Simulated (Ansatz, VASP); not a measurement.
## One calculation of C, two programs

```
C
1.0
     1.78574   -1.78574    0.00000
     1.78574    0.00000   -1.78574
    10.60705   10.60705   10.60705
C
12
Direct
  0.66667 0.66667 0.18241
  0.00000 0.00000 0.07017
  0.33333 0.33333 0.29464
  0.66667 0.66667 0.51911
  0.00000 0.00000 0.40688
  0.33333 0.33333 0.63135
  0.66667 0.66667 0.26658
  0.00000 0.00000 0.15435
  0.33333 0.33333 0.37882
  0.66667 0.66667 0.60329
  0.00000 0.00000 0.49105
  0.33333 0.33333 0.04211
```

Alike in both runs: task single point; functional PBE; k mesh 10 × 10 × 2; occupations gaussian, width 0.05 eV; no spin polarisation.

|  | VASP | Ansatz |
| --- | --- | --- |
| version | VASP 6.6.1 | Ansatz 0.2.0 |
| potentials or method | VASP PAW PBE potentials, release 64 (C), cutoff 520 eV | scalar-relativistic, plane waves, PAW |
| valence electrons in the cell | 48 | 48 |

```tsv
	VASP	Ansatz	Ansatz less VASP
gap on the k mesh at the Fermi level (eV)	none	none	-
rms of the force components (eV/Å)	1.478	1.483	+0.0049
```

Atom by atom the forces differ by 0.008 eV/Å (rms over components). A gap of «none» marks a metal or a gap that the smearing closes. The functional is the same, so the differences come from potentials, cutoffs and numerics.
